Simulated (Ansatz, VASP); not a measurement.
Au: VASP beside Ansatz

```
Au
1.0
     2.74788    0.00000    0.00000
     0.00000    2.74788    0.00000
     0.00000    0.00000    2.74788
Au
1
Cartesian
  0.0000 0.0000 0.0000
```

Alike in both runs: task electric field gradients; functional PBE; k mesh 12 × 12 × 12; occupations fermi-dirac, width 0.08 eV; no spin polarisation.

|  | VASP | Ansatz |
| --- | --- | --- |
| version | VASP 6.6.1 | Ansatz 0.2.0 |
| potentials or method | VASP PAW PBE potentials, release 64 (Au), cutoff 520 eV | all-electron PAW with datasets made for the crystal, scalar-relativistic |

Ansatz gave:

| Item | Value |
| --- | --- |
| pressure (GPa) | 0.0 |

Task: Which values does VASP return?

Result: Pressure (GPa): -0.2.

Ansatz ran all-electron here, and VASP with PAW potentials.

Neither program's run includes spin-orbit coupling.
